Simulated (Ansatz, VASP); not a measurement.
## Ru in VASP and in Ansatz

```xyz
2
Lattice="0.0000 2.6953 2.6953 2.6953 0.0000 2.6953 2.6953 2.6953 0.0000" Properties=species:S:1:pos:R:3 pbc="T T T"
Ru    2.6953    2.6953    2.6953
Ru    4.0429    4.0429    4.0429
```

Alike in both runs: functional PBEsol; k mesh 14 × 14 × 14; occupations gaussian, width 0.1 eV; no spin polarisation.

Ansatz relaxed the structure, and its values are those at the end. VASP's run is a single point on that final structure, the one shown.

|  | VASP | Ansatz |
| --- | --- | --- |
| version | VASP 6.6.1 | Ansatz 0.2.0 |
| potentials or method | VASP PAW PBE potentials, release 64 (Ru_pv), cutoff 520 eV | scalar-relativistic, plane waves, PAW |
| valence electrons in the cell | 28 | 32 |

Ansatz gave:

| Item | Value |
| --- | --- |
| gap on the k mesh at the Fermi level (eV) | none |
| pressure (GPa) | 0.0 |

Q: What did VASP give for the same quantities?

A: gap on the k mesh at the Fermi level (eV): none; pressure (GPa): 0.3.

VASP's potentials were made for PBE, not for PBEsol. A gap of «none» marks a metal or a gap that the smearing closes. VASP's potentials hold 28 valence electrons a cell and Ansatz's 32, so a difference there can come from the potentials and not from the codes.
